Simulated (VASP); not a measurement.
Set up this calculation in VASP 6.6.1, as the native input.

```
Task                   : single point
Functional             : PBE
Dispersion             : D3(BJ)
Potentials or basis    : VASP PAW PBE potentials, release 64 (Ge_d)
Cutoff                 : 520 eV
k mesh                 : 9 × 9 × 1
Occupations            : gaussian, width 0.1 eV
Spin                   : no spin polarisation
Dipole correction      : yes
Further INCAR settings : ALGO = Normal; EDIFF = 1e-06; NBANDS = 36
```

The structure of Ge lies in POSCAR:

```
Ge
1.0
    4.0226895355      0.0000000000      0.0000000000
   -2.0113447678      3.4837513293      0.0000000000
    0.0000000000      0.0000000000     18.8685220287
Ge
4
Direct
    0.3333333333      0.6666666667      0.2747571329
    0.6666666667      0.3333333333      0.2384924475
    0.0000000000      1.2222222222      0.5362646853
    0.3333333333      0.8888888889      0.5000000000
```

This cell differs from its parent crystal: layers slid over each other.

These files were run (other wordings do the same):

INCAR

```
SYSTEM = Ge
PREC = Accurate ; ENCUT = 520
EDIFF = 1E-6 ; ISMEAR = 0
SIGMA = 0.1 ; LREAL = .FALSE.
LASPH = .TRUE. ; NELM = 100
ALGO = Normal ; ISIF = 2
LWAVE = .FALSE. ; LCHARG = .TRUE.
LDIPOL = .TRUE. ; IDIPOL = 3
DIPOL = 0.5 0.5 0.387 ; GGA = PE
IVDW = 12 ; LELF = .TRUE.
LVHAR = .TRUE. ; LVACPOTAV = .TRUE.
NBANDS = 36
```

KPOINTS

```
regular mesh
0
G
  9 9 1
  0 0 0
```

Potentials or basis: VASP PAW PBE potentials, release 64 (Ge_d).

Run with:

```bash
$ cat potpaw_PBE.64/Ge_d/POTCAR > POTCAR
$ mpirun -np 1 vasp_std > vasp.out
```

It gave:

```
Largest force              : 0.142 eV/Å
Band gap on the k mesh     : 0.12 eV
Dispersion energy per atom : -0.190 eV
```

Caveat: the cell differs from its parent crystal (layers slid over each other).

Run time: 9.1 min on 1 thread of Oxide Virtual Turin-like Processor, with other jobs on the host, peak memory 0.49 GiB.
